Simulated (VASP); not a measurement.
SiC (rocksalt type):

```xyz
2
Lattice="0.0000 2.1544 2.1544 2.1544 0.0000 2.1544 2.1544 2.1544 0.0000" Properties=species:S:1:pos:R:3 pbc="T T T"
Si    0.0000    0.0000    0.0000
C     2.1544    2.1544    2.1544
```

* Program: VASP 6.6.1
* Task: relaxation of cell and atoms
* Functional: PBEsol
* Potentials or basis: VASP PAW PBE potentials, release 64 (Si, C)
* Cutoff: 600 eV
* k mesh: 17 × 17 × 17
* Occupations: fermi-dirac, width 0.08 eV
* Spin: no spin polarisation

At the start: pressure -32.7 GPa; volume 10.00 Å³/atom.

Q: Where does the relaxation end?

A: Over 6 steps the energy falls by 217.3 meV/atom and the volume is 8.22 Å³/atom (-17.8 %); space group Fm-3m (No. 225, to 0.05 Å).

Step by step:
| step | energy change (eV) | largest force (eV/Å) | pressure (GPa) | volume (Å³) |
| --- | --- | --- | --- | --- |
| 1 | 0.0000 | 0.0000 | -32.67 | 20.00 |
| 2 | -0.2451 | 0.0000 | 37.91 | 14.66 |
| 3 | -0.4345 | 0.0000 | -0.58 | 16.47 |
| 4 | -0.4346 | 0.0000 | 0.44 | 16.40 |
| 5 | -0.4346 | 0.0000 | -0.34 | 16.46 |
| 6 | -0.4346 | 0.0000 | 0.00 | 16.43 |

Final structure:
```
Si C
1.0
     0.00000    2.01789    2.01789
     2.01789    0.00000    2.01789
     2.01789    2.01789    0.00000
Si C
1 1
Direct
  0.00000 0.00000 0.00000
  0.50000 0.50000 0.50000
```

Caveat: the volume moved by over 15 % at a fixed basis, so the end points are rough; the PAW data sets were made with another functional, which shifts forces and pressure a little.
